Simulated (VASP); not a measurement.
# TiCo (Pm-3m) in VASP: a series of runs, part 2 of 2

VASP 6.6.1.

## 4. Single point, r2SCAN, collinear spin, ferrimagnetic start (14.28 Å³/atom)

This run uses another cell than the first one, of 14.28 Å³/atom.

Input file POSCAR:

```
TiCo
1.0
    3.0568921043      0.0000000000      0.0000000000
    0.0000000000      3.0568921043      0.0000000000
    0.0000000000      0.0000000000      3.0568921043
Ti Co
1 1
Direct
    0.0000000000      0.0000000000      0.0000000000
    0.5000000000      0.5000000000      0.5000000000
```

Input file INCAR.step1:

```
SYSTEM = TiCo
  ALGO = Normal
  EDIFF = 1E-4
  ENCUT = 520
  GGA = PE
  ISMEAR = 0
  ISPIN = 2
  LASPH = .TRUE.
  LCHARG = .FALSE.
  LMAXMIX = 4
  LREAL = .FALSE.
  LWAVE = .TRUE.
  MAGMOM = -0.36 1.64
  NBANDS = 22
  NELM = 150
  PREC = Accurate
  SIGMA = 0.05
```

Input file INCAR.step2:

```
SYSTEM = TiCo
  ALGO = Normal
  EDIFF = 1E-6
  ENCUT = 520
  ISIF = 2
  ISMEAR = 0
  ISPIN = 2
  ISTART = 1
  LASPH = .TRUE.
  LCHARG = .FALSE.
  LMAXMIX = 4
  LMIXTAU = .TRUE.
  LORBIT = 11
  LREAL = .FALSE.
  LWAVE = .FALSE.
  MAGMOM = -0.36 1.64
  METAGGA = R2SCAN
  NBANDS = 22
  NELM = 150
  PREC = Accurate
  SIGMA = 0.05
```

Input file KPOINTS:

```
k-points
0
G
  12 12 12
  0 0 0
```

Potentials or basis: VASP PAW PBE potentials, release 64 (Ti_sv, Co).

Started as:

```console
$ cat potpaw_PBE.64/Ti_sv/POTCAR potpaw_PBE.64/Co/POTCAR > POTCAR
$ cp INCAR.step1 INCAR
$ mpirun -np 1 vasp_std > vasp.out
$ cp INCAR.step2 INCAR
$ mpirun -np 1 vasp_std > vasp.out
```

OUTCAR:

```text
SYSTEM = TiCo
   EDIFF = 1E-6
   ENCUT = 520
   ISIF = 2
   ISMEAR = 0
   ISPIN = 2
   ISTART = 1
   LASPH = .TRUE.
   LORBIT = 11
   LREAL = .FALSE.
   METAGGA = R2SCAN
   NELM = 150
   PREC = Accurate

 ion  position               nearest neighbor table
   1  0.000  0.000  0.000-   2 2.65   2 2.65   2 2.65   2 2.65   2 2.65   2 2.65   2 2.65   2 2.65

   2  0.500  0.500  0.500-   1 2.65   1 2.65   1 2.65   1 2.65   1 2.65   1 2.65   1 2.65   1 2.65

  LATTYP: Found a simple cubic cell.
 ALAT       =     3.0568921043

  Lattice vectors:

 A1 = (   3.0568921043,   0.0000000000,   0.0000000000)
 A2 = (   0.0000000000,   3.0568921043,   0.0000000000)
 A3 = (   0.0000000000,   0.0000000000,   3.0568921043)

Analysis of symmetry for initial positions (statically):
=====================================================================
 Subroutine PRICEL returns:
 Original cell was already a primitive cell.

 Routine SETGRP: Setting up the symmetry group for a
 simple cubic supercell.

 Subroutine GETGRP returns: Found 48 space group operations
 (whereof 48 operations were pure point group operations)
 out of a pool of 48 trial point group operations.

The static configuration has the point symmetry O_h .

Analysis of symmetry for dynamics (positions and initial velocities):
=====================================================================
 Subroutine PRICEL returns:
 Original cell was already a primitive cell.

 Routine SETGRP: Setting up the symmetry group for a
 simple cubic supercell.

 Subroutine GETGRP returns: Found 48 space group operations
 (whereof 48 operations were pure point group operations)
 out of a pool of 48 trial point group operations.

The dynamic configuration has the point symmetry O_h .

Analysis of structural, dynamic, and magnetic symmetry:
=====================================================================
 Subroutine PRICEL returns:
 Original cell was already a primitive cell.

 Routine SETGRP: Setting up the symmetry group for a
 simple cubic supercell.

 Subroutine GETGRP returns: Found 48 space group operations
 (whereof 48 operations were pure point group operations)
 out of a pool of 48 trial point group operations.

The overall configuration has the point symmetry O_h .

 Subroutine INISYM returns: Found 48 space group operations
 (whereof 48 operations are pure point group operations),
 and found     1 'primitive' translations

----------------------------------------------------------------------------------------

                                     Primitive cell

  volume of cell :      28.5654

  direct lattice vectors                    reciprocal lattice vectors
     3.056892104  0.000000000  0.000000000     0.327129636  0.000000000  0.000000000
     0.000000000  3.056892104  0.000000000     0.000000000  0.327129636  0.000000000
     0.000000000  0.000000000  3.056892104     0.000000000  0.000000000  0.327129636

  length of vectors
     3.056892104  3.056892104  3.056892104     0.327129636  0.327129636  0.327129636

  position of ions in fractional coordinates (direct lattice)
     0.000000000  0.000000000  0.000000000
     0.500000000  0.500000000  0.500000000

  ion indices of the primitive-cell ions
   primitive index   ion index
                 1           1
[... 66 lines left out ...]
   ICHARG =      0    charge: 1-file 2-atom 10-const
   ISPIN  =      2    spin polarized calculation?
   LNONCOLLINEAR =      F non collinear calculations
   LSORBIT =      F    spin-orbit coupling
   LASPH  =      T    aspherical Exc in radial PAW
   ENCUT  =  520.0 eV  38.22 Ry    6.18 a.u.   5.68  5.68  5.68*2*pi/ulx,y,z
   NELM   =    150;   NELMIN=  2; NELMDL=  0     # of ELM steps
   EDIFF  = 0.1E-05   stopping-criterion for ELM
   LREAL  =      F    real-space projection
   EDIFFG = 0.1E-04   stopping-criterion for IOM
   NSW    =      0    number of steps for IOM
   IBRION =     -1    ionic relax: 0-MD 1-quasi-New 2-CG
   NFREE  =      0    steps in history (QN), initial steepest desc. (CG)
   ISIF   =      2    stress and relaxation
   ISYM   =      2    0-nonsym 1-usesym 2-fastsym
   POTIM  = 0.5000    time-step for ionic-motion
   TEBEG  =    0.0;   TEEND  =   0.0 temperature during run
   PSTRESS=    0.0 pullay stress
   NELECT =      21.0000    total number of electrons
   NUPDOWN=      -1.0000    fix difference up-down
   EMIN   =  10.00;   EMAX   =-10.00  energy-range for DOS
   EFERMI =   0.00;   METHOD = LEGACY
   ISMEAR =     0;   SIGMA  =   0.05  broadening in eV -4-tet -1-fermi 0-gaus
   EFERMI_NEDOS =   21; number of points for ismear=-14 and -15
   IALGO  =     38    algorithm
   IMIX   =      4    mixing-type and parameters
     AMIX     =   0.40;   BMIX     =  1.00
     AMIX_MAG =   1.60;   BMIX_MAG =  1.00
  volume/ion in A,a.u.               =      14.28        96.38
  Fermi-wavevector in a.u.,A,eV,Ry     =   1.477524  2.792115 29.702560  2.183077
  Thomas-Fermi vector in A             =   2.591917
   LORBIT       =     11    0 simple, 1 ext, 2 COOP (PROOUT), +10 PAW based schemes
   METAGGA = R2SCAN    functional components
   LHFCALC =     F    Hartree Fock is set to
   AEXX    =    0.0000 exact exchange contribution
   IVDW    =     0    specifies the selected vdW correction
   LEPSILON=     F    determine dielectric tensor
   LRPA    =     F    only Hartree local field effects (RPA)
 spin polarized calculation
 Gauss-broadening in eV      SIGMA  =   0.05
  energy-cutoff  :      520.00
  volume of cell :       28.57
 maximum number of plane-waves:       804
 NGX is ok and might be reduce to    24

 number of electron      21.0000017 magnetization       0.8916052

 Free energy of the ion-electron system (eV)
  ---------------------------------------------------
  ext. energy  EPLUGINS =         0.00000000
  ---------------------------------------------------
  free energy    TOTEN  =       -26.96648374 eV

  energy without entropy =      -26.96508391  energy(sigma->0) =      -26.96578383

 E-fermi :   9.0127     XC(G=0): -13.2275

 val. band max:        8.9992842499   @ k =   0.3333   0.1667   0.1667
 cond. band min:       9.0263391783   @ k =   0.3333   0.2500   0.2500
 fundamental gap:      0.0270549285
 Fermi energy:         9.0126633085

 spin component 1

 k-point     1 :       0.0000    0.0000    0.0000
  band No.  band energies     occupation
      1     -50.3614      1.00000
      2     -25.4291      1.00000
      3     -25.4291      1.00000
      4     -25.4291      1.00000
      5       1.3979      1.00000
      6       4.5389      1.00000
[... 589 lines left out ...]
     21      26.0274      0.00000
     22      28.2432      0.00000

 [... further k-points ...]

 spin component 2

 k-point     1 :       0.0000    0.0000    0.0000
  band No.  band energies     occupation
      1     -50.7820      1.00000
      2     -25.8407      1.00000
      3     -25.8407      1.00000
      4     -25.8407      1.00000
      5       0.9108      1.00000
      6       5.9732      1.00000
[... 589 lines left out ...]
     21      25.6228      0.00000
     22      28.2660      0.00000

 [... further k-points ...]

------------------------ aborting loop because EDIFF is reached ----------------------------------------

  FORCE on cell =-STRESS in cart. coord.  units (eV):
  Direction    XX          YY          ZZ          XY          YZ          ZX
  --------------------------------------------------------------------------------------
  -------------------------------------------------------------------------------------
  Total       -1.6118512     -1.6118512     -1.6118512      0.0000000      0.0000000     -0.0000000
  in kB      -90.4055698    -90.4055698    -90.4055698      0.0000000      0.0000000     -0.0000000
  external PRESSURE =     -90.4055698 kB  Pullay stress =       0.0000000 kB

 VOLUME and BASIS-vectors are now :
 -----------------------------------------------------------------------------
  energy-cutoff  :      520.00
  volume of cell :       28.57
      direct lattice vectors                 reciprocal lattice vectors
     3.056892104  0.000000000  0.000000000     0.327129636  0.000000000  0.000000000
     0.000000000  3.056892104  0.000000000     0.000000000  0.327129636  0.000000000
     0.000000000  0.000000000  3.056892104     0.000000000  0.000000000  0.327129636

 POSITION                                       TOTAL-FORCE (eV/Angst)
 -----------------------------------------------------------------------------------
      0.00000      0.00000      0.00000         0.000000      0.000000      0.000000
      1.52845      1.52845      1.52845         0.000000      0.000000      0.000000
 -----------------------------------------------------------------------------------
    total drift:                                0.000000      0.000000     -0.000000

  FREE ENERGIE OF THE ION-ELECTRON SYSTEM (eV)
  ---------------------------------------------------
  free  energy   TOTEN  =       -26.9664837423 eV

  energy  without entropy=      -26.9650839124  energy(sigma->0) =      -26.96578383

 total charge

# of ion       s       p       d       tot
------------------------------------------
    1        2.229   6.174   1.752  10.154
    2        0.533   0.482   7.190   8.205
--------------------------------------------------
tot          2.761   6.656   8.942  18.359

 magnetization (x)

# of ion       s       p       d       tot
------------------------------------------
    1       -0.009  -0.040  -0.329  -0.379
    2        0.046  -0.030   1.503   1.520
--------------------------------------------------
tot          0.037  -0.071   1.174   1.140
```

It took 11 min on 1 thread of Intel Xeon 8259CL, shared host; peak memory 0.19 GiB.

What came out:

```
Free energy                                           : -26.9665 eV
Pressure                                              : -9.0 GPa
Net moment                                            : 0.89 μB per cell
Site moments                                          : Ti -0.38; Co +1.52 μB
Valence electrons inside the program's atomic spheres : Ti 10.15; Co 8.21
```

Caveat: the cell stands under tension; the PAW data sets were made with another functional, which shifts forces and pressure a little.

## 5. Single point, r2SCAN, collinear spin, antiferromagnetic start

This run uses another cell than the first one: it holds 4 atoms, not 2.

Input file POSCAR:

```
TiCo
1.0
    2.9887219807      0.0000000000      2.9887219807
    0.0000000000      2.9887219807      2.9887219807
    0.0000000000      0.0000000000      5.9774439614
Ti Co
2 2
Direct
    0.0000000000      0.0000000000      0.0000000000
    0.0000000000      0.0000000000      0.5000000000
    0.5000000000      0.5000000000      0.7500000000
    0.5000000000      0.5000000000      0.2500000000
```

Input file INCAR.step1:

```
SYSTEM = TiCo
PREC = Accurate
ENCUT = 520
ISMEAR = 0
SIGMA = 0.05
LREAL = .False.
LASPH = .True.
NELM = 150
ISPIN = 2
MAGMOM = 0.32 -0.32 1.35 -1.35
LMAXMIX = 4
NBANDS = 33
GGA = PE
ALGO = Normal
EDIFF = 1E-4
LWAVE = .True.
LCHARG = .False.
```

Input file INCAR.step2:

```
SYSTEM = TiCo
PREC = Accurate
ENCUT = 520
EDIFF = 1E-6
ISMEAR = 0
SIGMA = 0.05
LREAL = .False.
LASPH = .True.
NELM = 150
ALGO = Normal
ISIF = 2
LWAVE = .False.
LCHARG = .False.
ISPIN = 2
MAGMOM = 0.32 -0.32 1.35 -1.35
LORBIT = 11
LMAXMIX = 4
METAGGA = R2SCAN
LMIXTAU = .True.
NBANDS = 33
ISTART = 1
```

Input file KPOINTS:

```
Automatic mesh
0
Gamma
  12 12 6
  0 0 0
```

Started as:

```console
$ cat potpaw_PBE.64/Ti_sv/POTCAR potpaw_PBE.64/Co/POTCAR > POTCAR
$ cp INCAR.step1 INCAR
$ mpirun -np 1 vasp_std > vasp.out
$ cp INCAR.step2 INCAR
$ mpirun -np 1 vasp_std > vasp.out
```

It took 31 min on 1 thread of Intel Xeon 8259CL, shared host; peak memory 0.31 GiB.

The run converged. Its results:

```
Free energy                                           : -53.7327 eV
Pressure                                              : -1.2 GPa
Band gap on the k mesh                                : zero (filled and empty bands overlap)
Net moment                                            : 0.00 μB per cell
Site moments                                          : Ti -0.00, +0.00; Co +1.25, -1.25 μB
Valence electrons inside the program's atomic spheres : Ti 10.25; Co 8.33
```

Levels at points of the mesh, in eV from the Fermi level:
Spin up:
| k point | band 19 | band 20 | band 21 | band 22 | band 23 | band 24 |
| --- | --- | --- | --- | --- | --- | --- |
| (0.00, 0.00, 0.00) | -1.46 | -1.46 | -0.59 | -0.59 | 1.65 | 1.65 |
| (0.50, 0.00, 0.00) | -0.86 | -0.41 | 0.29 | 0.64 | 0.64 | 1.02 |
| (0.00, 0.00, 0.50) | -1.71 | -1.71 | 0.53 | 0.53 | 1.73 | 1.73 |
Spin down:
| k point | band 18 | band 19 | band 20 | band 21 | band 22 | band 23 | band 24 | band 25 |
| --- | --- | --- | --- | --- | --- | --- | --- | --- |
| (0.00, 0.00, 0.00) | -1.46 | -1.46 | -1.46 | -0.59 | -0.59 | 1.65 | 1.65 | 3.13 |
| (0.50, 0.00, 0.00) | -1.20 | -0.86 | -0.41 | 0.29 | 0.64 | 0.64 | 1.02 | 1.02 |
| (0.00, 0.00, 0.50) | -1.96 | -1.71 | -1.71 | 0.53 | 0.53 | 1.73 | 1.73 | 1.86 |

Caveat: the antiferromagnetic order is the one typed at the start, and another may lie lower; the PAW data sets were made with another functional, which shifts forces and pressure a little.

## 6. Overview

```csv
spin,cell,k mesh,gap on the mesh (eV),pressure (GPa),moment (μB)
"collinear, ferrimagnetic start","a = 3.009 Å, 2 atoms, atomic positions A",12 × 12 × 12,none,-2.7,0.90
"collinear, ferrimagnetic start","a = 3.028 Å, 2 atoms, atomic positions A",12 × 12 × 12,none,-5.4,0.89
"collinear, ferrimagnetic start","a = 3.057 Å, 2 atoms, atomic positions A",12 × 12 × 12,none,-9.0,0.89
"collinear, antiferromagnetic start","a = 4.227, b = 4.227, c = 5.977 Å, angles 45.0, 45.0, 60.0°, 4 atoms, atomic positions B",12 × 12 × 6,none,-1.2,0.00
```

Alike in all rows: task single point; level r2SCAN; potentials or basis VASP PAW PBE potentials, release 64 (Ti_sv, Co); cutoff (eV) 520; smearing gaussian 0.05 eV.

Caveats: the PAW data sets were made with another functional, which shifts forces and pressure a little; the cell stands under tension (at least some runs); the antiferromagnetic order is the one typed at the start, and another may lie lower (at least some runs).

Absolute energies hang on the potentials; compare differences alone.

The gap in the log of VASP goes by the Fermi energy; the results here count the filled bands.